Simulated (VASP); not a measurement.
# Al3SiNO (P2/m) in VASP: further runs, part 2 of 2

VASP 6.6.1.

## (4) Relaxation of cell and atoms, PBE

This run uses another cell than the first one, of 14.51 Å³/atom.

File INCAR:

```
PREC = Accurate
ENCUT = 600
EDIFF = 1E-6
ISMEAR = 0
SIGMA = 0.1
LREAL = F
LASPH = T
NELM = 100
ALGO = Normal
ISIF = 3
LWAVE = F
LCHARG = F
GGA = PE
IBRION = 2
NSW = 90
EDIFFG = -0.04
```

File KPOINTS:

```
Automatic mesh
0
Gamma
  6 4 4
```

File POSCAR:

```
Al3SiNO
1.0
    3.5906245311      0.0000000000      0.0000000000
    0.0000000000      4.7696233831      0.0000000000
   -0.4412050294      0.0000000000      5.0825263263
Al Si N O
3 1 1 1
Direct
    0.8698541532      0.0000000000      0.7504549733
    0.1301458468      0.0000000000      0.2495450267
    0.0000000000      0.5000000000      0.5000000000
    0.0000000000      0.5000000000      0.0000000000
    0.5000000000      0.5000000000      0.0000000000
    0.5000000000      0.0000000000      0.5000000000
```

On the command line:

```console
cat potpaw_PBE.64/Al/POTCAR potpaw_PBE.64/Si/POTCAR potpaw_PBE.64/N/POTCAR potpaw_PBE.64/O/POTCAR > POTCAR
mpirun -np 1 vasp_std > vasp.out
```

Wall time 7.4 min (1 thread of Intel Xeon 6975P-C (Granite Rapids), shared host); peak memory 0.27 GiB.

The run converged. Its results:

```
Free energy                           : -30.9827 eV
Relaxed volume                        : 14.79 Å³/atom
Relaxed cell                          : a = 3.584 Å, b = 4.875 Å, c = 5.109 Å, α = 90.00°, β = 96.34°, γ = 90.00°
Space group after relaxing (to 0.1 Å) : P2/m (No. 10)
Energy gained by relaxing             : 1.9 meV/atom
Ionic steps                           : 9
Pressure after relaxing               : -0.2 GPa
Largest force after relaxing          : 0.017 eV/Å
Band gap on the k mesh                : zero (bands 12 and 13 overlap by 1.43 eV)
```

Forces in eV/Å, atoms in the order of the input:
```
Al   0.004  0.000 -0.016
Al  -0.004  0.000  0.016
Al   0.000  0.000  0.000
Si   0.000  0.000  0.000
N    0.000  0.000  0.000
O    0.000  0.000  0.000
```

Stress tensor (GPa, compression positive):
```
-0.17  0.00 -0.18
 0.00 -0.13  0.00
-0.18  0.00 -0.19
```

The path:
```
step  energy change (eV)  largest force (eV/Å)  pressure (GPa)  volume (Å³)
   1              0.0000                0.0532            0.78        87.04
   2             -0.0029                0.0750           -0.15        87.94
   3             -0.0029                0.0779           -0.23        88.02
   4             -0.0045                0.1028           -0.07        88.24
   5             -0.0045                0.1143           -0.05        88.26
   6             -0.0058                0.0975           -0.04        88.30
   7             -0.0077                0.0890            0.04        88.41
   8             -0.0091                0.0724           -0.03        88.49
   9             -0.0115                0.0168           -0.17        88.71
```

Final structure:
```xyz
6
Lattice="3.5837 0.0000 -0.0439 0.0000 4.8747 0.0000 -0.5021 0.0000 5.0844" Properties=species:S:1:pos:R:3 pbc="T T T"
Al    2.7977    0.0000    3.7582
Al    0.2839    0.0000    1.2823
Al   -0.2510    2.4373    2.5422
Si    0.0000    2.4373    0.0000
N     1.7918    2.4373   -0.0220
O     1.5408    4.8747    2.5202
```

Levels at points of the mesh, in eV from the Fermi level:
| k point | band 9 | band 10 | band 11 | band 12 | band 13 | band 14 | band 15 | band 16 |
| --- | --- | --- | --- | --- | --- | --- | --- | --- |
| (0.00, 0.00, 0.00) | -3.91 | -3.86 | -1.37 | 0.68 | 0.70 | 1.35 | 1.49 | 3.55 |
| (0.50, 0.00, 0.00) | -2.98 | -2.84 | -2.48 | -1.98 | -0.76 | 0.98 | 1.64 | 2.57 |
| (0.00, 0.50, 0.00) | -3.85 | -2.24 | -0.89 | -0.48 | 0.33 | 1.01 | 3.92 | 4.39 |
| (0.50, 0.50, 0.00) | -3.56 | -3.06 | -2.75 | -0.42 | 1.19 | 1.22 | 1.81 | 1.96 |
| (0.00, 0.00, 0.50) | -4.39 | -2.09 | -1.49 | 0.27 | 0.60 | 1.44 | 2.98 | 3.59 |
| (0.50, 0.00, 0.50) | -3.52 | -2.72 | -2.44 | -1.29 | 0.47 | 1.28 | 2.09 | 2.49 |
| (0.00, 0.50, 0.50) | -4.11 | -3.81 | -0.73 | -0.56 | 2.90 | 3.45 | 3.65 | 3.89 |
| (0.50, 0.50, 0.50) | -2.84 | -2.70 | -0.59 | -0.56 | 2.53 | 2.71 | 2.95 | 3.18 |

## (5) Single point, PBE

This run uses another cell than the first one, of 14.75 Å³/atom.

File INCAR:

```
PREC = Accurate ; ENCUT = 520
EDIFF = 1E-6 ; ISMEAR = 0
SIGMA = 0.1 ; LREAL = F
LASPH = T ; NELM = 100
ALGO = Normal ; ISIF = 2
LWAVE = F ; LCHARG = F
GGA = PE ; NBANDS = 21
```

File KPOINTS:

```
Automatic mesh
0
Gamma
  10 8 8
```

File POSCAR:

```
Al3SiNO
1.0
    3.5606890287      0.0000000000      0.0286826384
    0.0000000000      4.8660818406      0.0000000000
   -0.5570006797      0.0000000000      5.1033863222
Al Si N O
3 1 1 1
Direct
    0.8805765204      0.0000000000      0.7485724287
    0.1194234796      0.0000000000      0.2514275713
    0.0000000000      0.5000000000      0.5000000000
    0.0000000000      0.5000000000      0.0000000000
    0.5000000000      0.5000000000      0.0000000000
    0.5000000000      0.0000000000      0.5000000000
```

On the command line:

```console
cat potpaw_PBE.64/Al/POTCAR potpaw_PBE.64/Si/POTCAR potpaw_PBE.64/N/POTCAR potpaw_PBE.64/O/POTCAR > POTCAR
mpirun -np 1 vasp_std > vasp.out
```

Wall time 6 min (1 thread of Intel Xeon 6975P-C (Granite Rapids), shared host); peak memory 0.47 GiB.

The run converged. Its results:

```yaml
Free_energy: -31.0210 eV
Pressure: -0.1 GPa
Largest_force: 0.024 eV/Å
Band_gap_on_the_k_mesh: zero (bands 12 and 13 overlap by 1.49 eV)
```

Forces in eV/Å, atoms in the order of the input:
```
Al   0.015  0.000  0.019
Al  -0.015  0.000 -0.019
Al   0.000  0.000  0.000
Si   0.000  0.000  0.000
N    0.000  0.000  0.000
O    0.000  0.000  0.000
```

Levels at points of the mesh, in eV from the Fermi level:
```
           k point  band 8  band 9  band 10  band 11  band 12  band 13  band 14  band 15  band 16  band 17
(0.00, 0.00, 0.00)   -4.40   -4.02    -3.92    -1.30     0.65     0.70     1.27     1.48     3.56     3.95
(0.50, 0.00, 0.00)   -3.31   -3.01    -2.90    -2.60    -2.04    -0.85     0.85     1.63     2.54     3.03
(0.00, 0.50, 0.00)   -4.98   -3.86    -2.25    -0.91    -0.51     0.26     1.00     3.94     4.33     4.43
(0.50, 0.50, 0.00)   -3.80   -3.69    -3.09    -2.88    -0.48     1.13     1.27     1.79     1.86     4.15
(0.00, 0.00, 0.50)   -5.09   -4.40    -2.12    -1.52     0.29     0.52     1.43     2.98     3.53     4.41
(0.50, 0.00, 0.50)   -3.76   -3.56    -2.84    -2.46    -1.27     0.46     1.16     1.95     2.54     3.53
(0.00, 0.50, 0.50)   -4.30   -4.08    -3.88    -0.79    -0.64     2.88     3.35     3.60     3.89     3.92
(0.50, 0.50, 0.50)   -5.45   -2.98    -2.78    -0.62    -0.57     2.43     2.69     2.83     3.09     4.24
```

## (6) Summary

```csv
task,cell,k mesh,cutoff (eV),gap on the mesh (eV),pressure (GPa),relaxed volume (Å³/atom),largest force (eV/Å)
single point,"a = 3.589, b = 4.874, c = 5.108 Å, angles 90.0, 96.8, 90.0°, 6 atoms, atomic positions A",6 × 4 × 4,520,none,0.0,-,0.05
relaxation of cell and atoms,"relaxed from a = 4.871, b = 3.944, c = 4.952 Å, angles 90.0, 118.5, 90.0°, 6 atoms, atomic positions B",4 × 4 × 4,600,none,0.0,14.55,0.02
relaxation of cell and atoms,"relaxed from a = 3.591, b = 4.770, c = 5.102 Å, angles 90.0, 95.0, 90.0°, 6 atoms, atomic positions C",6 × 4 × 4,600,none,-0.2,14.79,0.02
single point,"a = 3.561, b = 4.866, c = 5.134 Å, angles 90.0, 95.8, 90.0°, 6 atoms, atomic positions D",10 × 8 × 8,520,none,-0.1,-,0.02
```

Alike in all rows: level PBE; potentials or basis VASP PAW PBE potentials, release 64 (Al, Si, N, O); no spin polarisation; smearing gaussian 0.1 eV.

Caveats: some runs use coarse meshes; a cell axis changed by over 15 % at a fixed basis, so the end point is rough (at least some runs).

Absolute energies hang on the potentials; compare differences alone.
